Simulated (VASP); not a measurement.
Ti3Br: relaxation of cell and atoms with PBE

Crystal: Ti3Br.

```
Ti Br
1.0
     4.09061    0.00000    0.00000
     0.00000    4.09061    0.00000
     0.00000    0.00000    4.09061
Ti Br
3 1
Direct
  0.50000 0.00000 0.00000
  0.00000 0.50000 0.00000
  0.00000 0.00000 0.50000
  0.50000 0.50000 0.50000
```

The cell was built from a structure type or drawn by symmetry, and may not be a known phase.

```json
{
  "Program": "VASP 6.6.1",
  "Task": "relaxation of cell and atoms",
  "Functional": "PBE",
  "Potentials or basis": "VASP PAW PBE potentials, release 64 (Ti_sv, Br)",
  "Cutoff": "600 eV",
  "k mesh": "12 × 12 × 12",
  "Occupations": "gaussian, width 0.1 eV",
  "Spin": "no spin polarisation",
  "Dipole correction": "no",
  "Further INCAR settings": "ALGO = Normal; EDIFF = 1e-07; IBRION = 2; EDIFFG = -0.01; NSW = 100; ISIF = 3"
}
```

| Item | Value |
| --- | --- |
| Relaxed volume | 17.02 Å³/atom |
| Relaxed cell | a = 4.083 Å, b = 4.083 Å, c = 4.083 Å, α = 90.00°, β = 90.00°, γ = 90.00° |
| Space group after relaxing (to 0.1 Å) | Pm-3m (No. 221) |
| Energy gained by relaxing | 0.1 meV/atom |
| Ionic steps | 2 |
| Pressure after relaxing | 0.0 GPa |
| Band gap on the k mesh | zero (an odd number of electrons rules out a gap without spin polarisation) |

Step by step:
| step | energy change (eV) | largest force (eV/Å) | pressure (GPa) | volume (Å³) |
| --- | --- | --- | --- | --- |
| 1 | 0.0000 | 0.0000 | -0.36 | 68.45 |
| 2 | -0.0004 | 0.0000 | 0.04 | 68.07 |

Final structure:
```xyz
4
Lattice="4.0830 0.0000 0.0000 0.0000 4.0830 0.0000 0.0000 0.0000 4.0830" Properties=species:S:1:pos:R:3 pbc="T T T"
Ti    2.0415    0.0000    0.0000
Ti    0.0000    2.0415    0.0000
Ti    0.0000    0.0000    2.0415
Br    2.0415    2.0415    2.0415
```

Levels at points of the mesh, in eV from the Fermi level:
```csv
k point,band 18,band 19,band 20,band 21,band 22,band 23,band 24,band 25
"(0.00, 0.00, 0.00)",-2.54,-2.54,-1.57,-1.57,-1.57,-0.89,1.31,1.31
"(0.50, 0.00, 0.00)",-1.21,-0.88,-0.62,-0.02,0.08,0.08,0.34,0.99
"(0.50, 0.50, 0.00)",-0.61,-0.61,-0.61,0.21,0.21,0.86,1.02,1.18
"(0.50, 0.50, 0.50)",-2.48,-2.48,0.05,0.35,0.35,0.35,0.60,1.37
```

Run time: 6.5 min on 1 thread of Intel(R) Xeon(R) Platinum 8375C CPU @ 2.90GHz (Ice Lake), with other jobs on the host, peak memory 0.32 GiB.

Caveat: an odd number of electrons without spin polarisation forces a metal; a magnetic or distorted state may lie lower.
